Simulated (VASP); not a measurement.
Write the native input for VASP 6.6.1 that does the following.

```yaml
Task: relaxation of cell and atoms
Functional: PBE
Potentials_or_basis: VASP PAW PBE potentials, release 64 (B, W_sv)
Cutoff: 600 eV
k_mesh: 6 × 6 × 4
Occupations: gaussian, width 0.1 eV
Spin: no spin polarisation
Dipole_correction: no
Further_INCAR_settings: ALGO = Normal; EDIFF = 1e-06; IBRION = 2; EDIFFG = -0.04; NSW = 90; ISIF = 3
```

The structure of B5W lies in POSCAR:

```
B5W
1.0
    2.9573078037      0.0000000000      0.0000000000
    0.0000000000      2.9573078037      0.0000000000
    0.0000000000      0.0000000000      6.0207246962
B W
5 1
Direct
    0.5000000000      0.5000000000      0.7005704016
    0.5000000000      0.5000000000      0.2994295984
    0.5000000000      0.0000000000      0.5000000000
    0.0000000000      0.5000000000      0.5000000000
    0.5000000000      0.5000000000      0.0000000000
    0.0000000000      0.0000000000      0.0000000000
```

One way to write it, as run:

INCAR

```
PREC = Accurate
ENCUT = 600
EDIFF = 1E-6
ISMEAR = 0
SIGMA = 0.1
LREAL = False
LASPH = True
NELM = 100
ALGO = Normal
ISIF = 3
LWAVE = False
LCHARG = False
GGA = PE
IBRION = 2
NSW = 90
EDIFFG = -0.04
```

KPOINTS

```
regular mesh
0
Gamma
  6 6 4
```

Potentials or basis: VASP PAW PBE potentials, release 64 (B, W_sv).

Command:

```bash
$ cat potpaw_PBE.64/B/POTCAR potpaw_PBE.64/W_sv/POTCAR > POTCAR
$ mpirun -np 1 vasp_std > vasp.out
```

It gave:

* Relaxed volume: 8.74 Å³/atom
* Relaxed cell: a = 2.954 Å, b = 2.954 Å, c = 6.007 Å, α = 90.00°, β = 90.00°, γ = 90.00°
* Space group after relaxing (to 0.05 Å): P4/mmm (No. 123)
* Energy gained by relaxing: 1.2 meV/atom
* Ionic steps: 4
* Pressure after relaxing: -0.4 GPa
* Largest force after relaxing: 0.033 eV/Å

It took 28 s on 1 thread of Intel(R) Xeon(R) 6975P-C (Granite Rapids), on a shared host, peak memory 0.19 GiB.
